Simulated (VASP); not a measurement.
A run of VASP 6.6.1 is set up as follows.

INCAR

```
PREC     = Accurate       # precision mode
ENCUT    = 520            # plane-wave cutoff, eV
EDIFF    = 1E-7           # SCF threshold, eV
ISMEAR   = -1             # smearing method
SIGMA    = 0.05           # smearing width, eV
LREAL    = F              # projectors in reciprocal space
LASPH    = T              # aspherical terms in the spheres
NELM     = 60             # most SCF steps
ALGO     = Normal         # electronic algorithm
ISIF     = 2              # what is computed and relaxed
LWAVE    = F              # write WAVECAR
LCHARG   = T              # write CHGCAR
GGA      = PE             # functional
LELF     = T              # ELF
LVHAR    = T            
NBANDS   = 11             # bands
```

Contents of KPOINTS:

```
regular mesh
0
Gamma
  15 15 15
```

The input POSCAR:

```
MgO
1.0
    0.0000000000      2.3058973033      2.3058973033
    2.3058973033      0.0000000000      2.3058973033
    2.3058973033      2.3058973033      0.0000000000
Mg O
1 1
Direct
    0.0000000000      0.0000000000      0.0000000000
    0.2500000000      0.2500000000      0.2500000000
```

Potentials or basis: VASP PAW PBE potentials, release 64 (Mg, O).

Launch:

```console
$ cat potpaw_PBE.64/Mg/POTCAR potpaw_PBE.64/O/POTCAR > POTCAR
$ mpirun -np 1 vasp_std > vasp.out
```

**Question.** Estimate the band gap on the k mesh.

**Answer.** 3.47 eV, direct.

**Question.** Predict the pressure.

**Answer.** -0.3 GPa.

A k mesh can miss the band edges. Expect the measured gap to be larger: semilocal functionals such as PBE lack the derivative discontinuity.
